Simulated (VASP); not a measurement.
The system is LiP4Ir.

```
Li P Ir
1.0
     0.00000    3.54641    3.54641
     3.54641    0.00000    3.54641
     3.54641    3.54641    0.00000
Li P Ir
1 4 1
Direct
  0.75000 0.75000 0.75000
  0.37500 0.87500 0.37500
  0.37500 0.37500 0.87500
  0.37500 0.37500 0.37500
  0.87500 0.37500 0.37500
  0.00000 0.00000 0.00000
```

* Program: VASP 6.6.1
* Task: relaxation of cell and atoms
* Functional: PBE
* Potentials or basis: VASP PAW PBE potentials, release 64 (Li_sv, P, Ir)
* Cutoff: 600 eV
* k mesh: 10 × 10 × 10
* Occupations: gaussian, width 0.1 eV
* Spin: no spin polarisation

At the start: pressure -2.5 GPa; volume 14.87 Å³/atom.

Where does the relaxation end?

Over 9 steps the energy falls by 9.1 meV/atom and the volume is 14.56 Å³/atom (-2.1 %); space group F-43m (No. 216, to 0.1 Å) before and after.

The path:
```tsv
step	energy change (eV)	largest force (eV/Å)	pressure (GPa)	volume (Å³)
1	0.0000	0.2286	-2.54	89.21
2	-0.0311	0.2173	0.38	86.20
3	-0.0312	0.2155	0.51	86.08
4	-0.0407	0.1601	0.51	86.11
5	-0.0515	0.0360	1.08	86.21
6	-0.0528	0.0045	-0.72	88.19
7	-0.0548	0.0143	0.04	87.32
8	-0.0548	0.0144	0.02	87.34
9	-0.0548	0.0063	-0.01	87.33
```

Final structure:
```
Li P Ir
1.0
     0.00000    3.52140    3.52140
     3.52140    0.00000    3.52140
     3.52140    3.52140    0.00000
Li P Ir
1 4 1
Direct
  0.75000 0.75000 0.75000
  0.38029 0.85914 0.38029
  0.38029 0.38029 0.85914
  0.38029 0.38029 0.38029
  0.85914 0.38029 0.38029
  0.00000 0.00000 0.00000
```

Caveat: the cutoff is under 1.25 times the usual one of these potentials, so pressure, stress and relaxed cells hold a basis-set (Pulay) error.
